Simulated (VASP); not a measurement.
# Si3N4 (P6_3/m) in VASP: single point with PBE

Aim: the single point of Si3N4 with PBE.

Everything below comes from runs of VASP 6.6.1. Logs are shortened: lines on timing, memory, paths and dates and some standing lists are left out, and cuts for length are marked.

### 1 The cell of the first run

Symmetry: P6_3/m, No. 176, hexagonal system. Conventional cell: a = 7.627 Å, b = 7.627 Å, c = 2.918 Å, α = 90.00°, β = 90.00°, γ = 120.00°. Si (site symmetry m) has 4 N at 1.74 Å within 2.3 Å. N (site symmetry -6) has 3 Si at 1.74 Å within 2.3 Å. N (site symmetry m) has 3 Si at 1.74 Å within 2.3 Å.

### 2 Single point, PBE

Input file INCAR:

```
ALGO     = Normal         # electronic algorithm
EDIFF    = 1E-6           # SCF threshold, eV
ENCUT    = 520            # plane-wave cutoff, eV
GGA      = PE             # functional
ISIF     = 2              # what is computed and relaxed
ISMEAR   = -1             # smearing method
LASPH    = True           # aspherical terms in the spheres
LCHARG   = False          # write CHGCAR
LREAL    = False          # projectors in reciprocal space
LWAVE    = False          # write WAVECAR
NBANDS   = 45             # bands
NELM     = 60             # most SCF steps
PREC     = Accurate       # precision mode
SIGMA    = 0.02           # smearing width, eV
```

Input file KPOINTS:

```
k-points
0
Gamma
  4 4 9
```

Input file POSCAR:

```
Si3N4
1.0
    7.6272000000      0.0000000000      0.0000000000
   -3.8136000000      6.6053489597      0.0000000000
    0.0000000000      0.0000000000      2.9182000000
Si N
6 8
Direct
    0.1742808572      0.7681924868      0.2500000000
    0.4060883705      0.1742808572      0.7500000000
    0.2318075132      0.4060883705      0.2500000000
    0.8257191428      0.2318075132      0.7500000000
    0.5939116295      0.8257191428      0.2500000000
    0.7681924868      0.5939116295      0.7500000000
    0.3333333333      0.6666666667      0.2500000000
    0.6666666667      0.3333333333      0.7500000000
    0.3297425889      0.0301951809      0.2500000000
    0.2995474080      0.3297425889      0.7500000000
    0.9698048191      0.2995474080      0.2500000000
    0.6702574111      0.9698048191      0.7500000000
    0.7004525920      0.6702574111      0.2500000000
    0.0301951809      0.7004525920      0.7500000000
```

Potentials or basis: VASP PAW PBE potentials, release 64 (Si, N).

On the command line:

```
$ cat potpaw_PBE.64/Si/POTCAR potpaw_PBE.64/N/POTCAR > POTCAR
$ mpirun -np 1 vasp_std > vasp.out
```

OUTCAR:

```text
EDIFF = 1E-6
   ENCUT = 520
   GGA = PE
   ISIF = 2
   ISMEAR = -1
   LASPH = True
   LREAL = False
   NELM = 60
   PREC = Accurate

 ion  position               nearest neighbor table
   1  0.174  0.768  0.250-   7 1.74   9 1.74  14 1.74  14 1.74   3 3.01   5 3.01   6 3.06   6 3.06
                             2 3.06   2 3.06
   2  0.406  0.174  0.750-   8 1.74  10 1.74   9 1.74   9 1.74   6 3.01   4 3.01   1 3.06   1 3.06
                             3 3.06   3 3.06
   3  0.232  0.406  0.250-   7 1.74  11 1.74  10 1.74  10 1.74   5 3.01   1 3.01   4 3.06   4 3.06
                             2 3.06   2 3.06
   4  0.826  0.232  0.750-   8 1.74  12 1.74  11 1.74  11 1.74   6 3.01   2 3.01   3 3.06   3 3.06
                             5 3.06   5 3.06
   5  0.594  0.826  0.250-   7 1.74  13 1.74  12 1.74  12 1.74   3 3.01   1 3.01   4 3.06   4 3.06
                             6 3.06   6 3.06
   6  0.768  0.594  0.750-   8 1.74  14 1.74  13 1.74  13 1.74   2 3.01   4 3.01   1 3.06   1 3.06
                             5 3.06   5 3.06
   7  0.333  0.667  0.250-   3 1.74   5 1.74   1 1.74
   8  0.667  0.333  0.750-   6 1.74   2 1.74   4 1.74
   9  0.330  0.030  0.250-   1 1.74   2 1.74   2 1.74
  10  0.300  0.330  0.750-   2 1.74   3 1.74   3 1.74
  11  0.970  0.300  0.250-   3 1.74   4 1.74   4 1.74
  12  0.670  0.970  0.750-   4 1.74   5 1.74   5 1.74
  13  0.700  0.670  0.250-   5 1.74   6 1.74   6 1.74
  14  0.030  0.700  0.750-   6 1.74   1 1.74   1 1.74

  LATTYP: Found a hexagonal cell.
 ALAT       =     7.6272000000
 C/A-ratio  =     0.3826043633

  Lattice vectors:

 A1 = (   7.6272000000,   0.0000000000,   0.0000000000)
 A2 = (  -3.8136000000,   6.6053489597,   0.0000000000)
 A3 = (   0.0000000000,   0.0000000000,   2.9182000000)

Analysis of symmetry for initial positions (statically):
=====================================================================
 Subroutine PRICEL returns:
 Original cell was already a primitive cell.

 Routine SETGRP: Setting up the symmetry group for a
 hexagonal supercell.

 Subroutine GETGRP returns: Found 12 space group operations
 (whereof  6 operations were pure point group operations)
 out of a pool of 24 trial point group operations.

The static configuration has the point symmetry S_6 .
 The point group associated with its full space group is C_6h.

Analysis of symmetry for dynamics (positions and initial velocities):
=====================================================================
 Subroutine PRICEL returns:
 Original cell was already a primitive cell.

 Routine SETGRP: Setting up the symmetry group for a
 hexagonal supercell.

 Subroutine GETGRP returns: Found 12 space group operations
 (whereof  6 operations were pure point group operations)
 out of a pool of 24 trial point group operations.

The dynamic configuration has the point symmetry S_6 .
 The point group associated with its full space group is C_6h.

 Subroutine INISYM returns: Found 12 space group operations
 (whereof  6 operations are pure point group operations),
 and found     1 'primitive' translations

----------------------------------------------------------------------------------------

                                     Primitive cell

  volume of cell :     147.0198

  direct lattice vectors                    reciprocal lattice vectors
     7.627200000  0.000000000  0.000000000     0.131109713  0.075696228  0.000000000
    -3.813600000  6.605348960  0.000000000     0.000000000  0.151392456  0.000000000
     0.000000000  0.000000000  2.918200000     0.000000000  0.000000000  0.342676993

  length of vectors
     7.627200000  7.627200000  2.918200000     0.151392456  0.151392456  0.342676993

  position of ions in fractional coordinates (direct lattice)
     0.174280857  0.768192487  0.250000000
     0.406088371  0.174280857  0.750000000
     0.231807513  0.406088371  0.250000000
     0.825719143  0.231807513  0.750000000
     0.593911629  0.825719143  0.250000000
     0.768192487  0.593911629  0.750000000
     0.333333333  0.666666667  0.250000000
     0.666666667  0.333333333  0.750000000
     0.329742589  0.030195181  0.250000000
     0.299547408  0.329742589  0.750000000
     0.969804819  0.299547408  0.250000000
     0.670257411  0.969804819  0.750000000
[... 32 lines left out ...]
     0.000000000  0.037848114  0.000000000     0.000000000  0.250000000  0.000000000
     0.000000000  0.000000000  0.038075221     0.000000000  0.000000000  0.111111111

  Length of vectors
     0.037848114  0.037848114  0.038075221

  Shift w.r.t. Gamma in fractional coordinates (k-lattice)
     0.000000000  0.000000000  0.000000000

 Subroutine IBZKPT returns following result:
 ===========================================

 Found     20 irreducible k-points:

 Following reciprocal coordinates:
            Coordinates               Weight
  0.000000  0.000000  0.000000      1.000000
  0.250000  0.000000  0.000000      6.000000
  0.500000  0.000000  0.000000      3.000000
  0.250000  0.250000  0.000000      6.000000
  0.000000  0.000000  0.111111      2.000000
  0.250000  0.000000  0.111111     12.000000
[... 12 lines left out ...]
  0.500000  0.000000  0.444444      6.000000
  0.250000  0.250000  0.444444     12.000000
   k-points           NKPTS =     20   k-points in BZ     NKDIM =     20   number of bands    NBANDS=     45
   number of dos      NEDOS =    301   number of ions     NIONS =     14
   total plane-waves  NPLWV =  86400
   dimension x,y,z NGX =    60 NGY =   60 NGZ =   24
   dimension x,y,z NGXF=   120 NGYF=  120 NGZF=   48
   ions per type =               6   8
   NGX,Y,Z   is equivalent  to a cutoff of  13.08, 13.08, 13.67 a.u.
   NGXF,Y,Z  is equivalent  to a cutoff of  26.16, 26.16, 27.34 a.u.
 SYSTEM =  unknown system
   PREC   = accura    normal or accurate (medium, high low for compatibility)
   ISTART =      0    job   : 0-new  1-cont  2-samecut
   ICHARG =      2    charge: 1-file 2-atom 10-const
   ISPIN  =      1    spin polarized calculation?
   LNONCOLLINEAR =      F non collinear calculations
   LSORBIT =      F    spin-orbit coupling
   LASPH  =      T    aspherical Exc in radial PAW
   ENCUT  =  520.0 eV  38.22 Ry    6.18 a.u.  14.18 14.18  5.43*2*pi/ulx,y,z
   NELM   =     60;   NELMIN=  2; NELMDL= -5     # of ELM steps
   EDIFF  = 0.1E-05   stopping-criterion for ELM
   LREAL  =      F    real-space projection
   EDIFFG = 0.1E-04   stopping-criterion for IOM
   NSW    =      0    number of steps for IOM
   IBRION =     -1    ionic relax: 0-MD 1-quasi-New 2-CG
   NFREE  =      0    steps in history (QN), initial steepest desc. (CG)
   ISIF   =      2    stress and relaxation
   ISYM   =      2    0-nonsym 1-usesym 2-fastsym
   POTIM  = 0.5000    time-step for ionic-motion
   TEBEG  =    0.0;   TEEND  =   0.0 temperature during run
   PSTRESS=    0.0 pullay stress
   NELECT =      64.0000    total number of electrons
   NUPDOWN=      -1.0000    fix difference up-down
   EMIN   =  10.00;   EMAX   =-10.00  energy-range for DOS
   EFERMI =   0.00;   METHOD = LEGACY
   ISMEAR =    -1;   SIGMA  =   0.02  broadening in eV -4-tet -1-fermi 0-gaus
   EFERMI_NEDOS =   21; number of points for ismear=-14 and -15
   IALGO  =     38    algorithm
   IMIX   =      4    mixing-type and parameters
     AMIX     =   0.40;   BMIX     =  1.00
     AMIX_MAG =   1.60;   BMIX_MAG =  1.00
  volume/ion in A,a.u.               =      10.50        70.87
  Fermi-wavevector in a.u.,A,eV,Ry     =   1.240727  2.344634 20.944850  1.539403
  Thomas-Fermi vector in A             =   2.375155
   LORBIT       =      0    0 simple, 1 ext, 2 COOP (PROOUT), +10 PAW based schemes
   GGA     = PE    functional components
   LHFCALC =     F    Hartree Fock is set to
   AEXX    =    0.0000 exact exchange contribution
   IVDW    =     0    specifies the selected vdW correction
   LEPSILON=     F    determine dielectric tensor
   LRPA    =     F    only Hartree local field effects (RPA)
 non-spin polarized calculation
  energy-cutoff  :      520.00
  volume of cell :      147.02
 maximum number of plane-waves:      3988
 NGX is ok and might be reduce to    60
   NGX = 29   NGY = 29   NGZ = 11

 number of electron      63.9999993 magnetization

 Free energy of the ion-electron system (eV)
  ---------------------------------------------------
  ext. energy  EPLUGINS =         0.00000000
  ---------------------------------------------------
  free energy    TOTEN  =      -114.52928698 eV

  energy without entropy =     -114.52928698  energy(sigma->0) =     -114.52928698

 E-fermi :   7.0894     XC(G=0): -10.7642

 val. band max:        6.6444067238   @ k =   0.0000   0.0000   0.2222
 cond. band min:      10.9344522892   @ k =   0.0000   0.0000   0.0000
 fundamental gap:      4.2900455654
 Fermi energy:         7.0893870350

 k-point     1 :       0.0000    0.0000    0.0000
  band No.  band energies     occupation
      1     -11.4863      2.00000
      2     -10.0404      2.00000
      3     -10.0404      2.00000
      4      -9.4069      2.00000
      5      -9.2689      2.00000
      6      -9.2689      2.00000
[... 929 lines left out ...]
     43      14.2707      0.00000
     44      14.3960      0.00000
 [bands above 44 left out]

------------------------ aborting loop because EDIFF is reached ----------------------------------------

  FORCE on cell =-STRESS in cart. coord.  units (eV):
  Direction    XX          YY          ZZ          XY          YZ          ZX
  --------------------------------------------------------------------------------------
  -------------------------------------------------------------------------------------
  Total        2.6521485      2.6521485      1.9866815      0.0000001      0.0000000      0.0000000
  in kB       28.9023036     28.9023036     21.6502480      0.0000006      0.0000000      0.0000000
  external PRESSURE =      26.4849518 kB  Pullay stress =       0.0000000 kB

 VOLUME and BASIS-vectors are now :
 -----------------------------------------------------------------------------
  energy-cutoff  :      520.00
  volume of cell :      147.02
      direct lattice vectors                 reciprocal lattice vectors
     7.627200000  0.000000000  0.000000000     0.131109713  0.075696228  0.000000000
    -3.813600000  6.605348960  0.000000000     0.000000000  0.151392456  0.000000000
     0.000000000  0.000000000  2.918200000     0.000000000  0.000000000  0.342676993

 POSITION                                       TOTAL-FORCE (eV/Angst)
 -----------------------------------------------------------------------------------
     -1.60030      5.07418      0.72955        -0.012690     -0.001092     -0.000000
      2.43268      1.15119      2.18865        -0.005399     -0.011536     -0.000000
      0.21938      2.68236      0.72955         0.007291     -0.010444     -0.000000
      5.41390      1.53117      2.18865         0.012690      0.001092      0.000000
      1.38092      5.45416      0.72955         0.005399      0.011536      0.000000
      3.59422      3.92299      2.18865        -0.007291      0.010444      0.000000
     -0.00000      4.40357      0.72955        -0.000000      0.000000     -0.000000
      3.81360      2.20178      2.18865        -0.000000      0.000000      0.000000
      2.39986      0.19945      0.72955         0.006724      0.012958     -0.000000
      1.02720      2.17806      2.18865        -0.007860      0.012302      0.000000
      6.25454      1.97862      0.72955        -0.014584     -0.000656      0.000000
      1.41374      6.40590      2.18865        -0.006724     -0.012958     -0.000000
      2.78640      4.42728      0.72955         0.007860     -0.012302      0.000000
     -2.44094      4.62673      2.18865         0.014584      0.000656     -0.000000
 -----------------------------------------------------------------------------------
    total drift:                                0.000000     -0.000000      0.000000

  FREE ENERGIE OF THE ION-ELECTRON SYSTEM (eV)
  ---------------------------------------------------
  free  energy   TOTEN  =      -114.5292869773 eV

  energy  without entropy=     -114.5292869773  energy(sigma->0) =     -114.52928698
```

Wall time 8 min (1 thread of AMD EPYC 7R13, shared host); peak memory 0.27 GiB.

Results:

| Property | Result |
| --- | --- |
| Free energy | -114.5293 eV |
| Pressure | 2.6 GPa |
| Largest force | 0.015 eV/Å |
| Band gap on the k mesh | 4.29 eV, indirect (least direct gap 4.48 eV) |

Forces in eV/Å, atoms in the order of the input:
```
Si  -0.013 -0.001  0.000
Si  -0.005 -0.012  0.000
Si   0.007 -0.010  0.000
Si   0.013  0.001  0.000
Si   0.005  0.012  0.000
Si  -0.007  0.010  0.000
N    0.000  0.000  0.000
N    0.000  0.000  0.000
N    0.007  0.013  0.000
N   -0.008  0.012  0.000
N   -0.015 -0.001  0.000
N   -0.007 -0.013  0.000
N    0.008 -0.012  0.000
N    0.015  0.001  0.000
```

Stress tensor (GPa, compression positive):
```
2.89 0.00 0.00
0.00 2.89 0.00
0.00 0.00 2.17
```

A k mesh can miss the band edges. Expect the measured gap to be larger: semilocal functionals such as PBE lack the derivative discontinuity.
